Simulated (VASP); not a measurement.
A run of VASP 6.6.1 is set up as follows.

The input INCAR:

```
SYSTEM = CdO
ALGO = Normal
EDIFF = 1E-6
ENCUT = 700
GGA = PS
GGA_COMPAT = .FALSE.
ISIF = 2
ISMEAR = 0
LASPH = .TRUE.
LCHARG = .TRUE.
LELF = .TRUE.
LREAL = .FALSE.
LVHAR = .TRUE.
LWAVE = .FALSE.
NBANDS = 20
NELM = 120
PREC = Accurate
SIGMA = 0.1
```

KPOINTS

```
k-points
0
G
  16 16 16
  0 0 0
```

The input POSCAR:

```
CdO
1.0
    0.0000000000     -2.3452942120     -2.3452942120
    2.3452942120      0.0000000000     -2.3452942120
    2.3452942120     -2.3452942120      0.0000000000
Cd O
1 1
Direct
    0.0000000000      0.0000000000      0.0000000000
    0.5000000000      0.5000000000      0.5000000000
```

Potentials or basis: VASP PAW PBE potentials, release 64 (Cd_sv_GW, O).

Run with:

```sh
$ cat potpaw_PBE.64/Cd_sv_GW/POTCAR potpaw_PBE.64/O/POTCAR > POTCAR
$ mpirun -np 1 vasp_std > vasp.out
```

(1) Estimate the pressure.

(2) Estimate the band gap on the k mesh.

## Answers

(1) -0.2 GPa.

(2) zero (bands 13 and 14 overlap by 0.51 eV).

Caveat: semilocal functionals underestimate gaps, and a narrow one can read as zero; the PAW data sets were made with another functional, which shifts forces and pressure a little.
